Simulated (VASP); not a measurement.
LiF, 4 atoms in the cell. Symmetry: P6_3mc, No. 186, hexagonal system. Conventional cell: a = 3.018 Å, b = 3.018 Å, c = 4.688 Å, α = 90.00°, β = 90.00°, γ = 120.00°. Li (site symmetry 3m) has 4 F at 1.82 to 1.83 Å within 2.4 Å. F (site symmetry 3m) has 4 Li at 1.82 to 1.83 Å within 2.4 Å. 

| Property | Result |
| --- | --- |
| Program | VASP 6.6.1 |
| Task | single point |
| Functional | r2SCAN |
| Potentials or basis | VASP PAW PBE potentials, release 64 (Li_sv, F) |
| Cutoff | 520 eV |
| k mesh | 9 × 9 × 4 |
| Occupations | gaussian, width 0.01 eV |
| Spin | no spin polarisation |
| Dipole correction | no |
| Further INCAR settings | ALGO = Normal; EDIFF = 1e-06; NBANDS = 18 |

Potentials or basis: VASP PAW PBE potentials, release 64 (Li_sv, F).

Run with:

```bash
$ cat potpaw_PBE.64/Li_sv/POTCAR potpaw_PBE.64/F/POTCAR > POTCAR
$ cp INCAR.step1 INCAR
$ mpirun -np 1 vasp_std > vasp.out
$ cp INCAR.step2 INCAR
$ mpirun -np 1 vasp_std > vasp.out
```

Hardware: 1 thread of Intel(R) Xeon(R) Platinum 8488C (Sapphire Rapids), with other jobs on the host.

Q: Estimate the wall time of this run.

A: Wall time 78 s on 1 thread of Intel(R) Xeon(R) Platinum 8488C (Sapphire Rapids), with other jobs on the host, peak memory 0.16 GiB. Counts: k points 36.
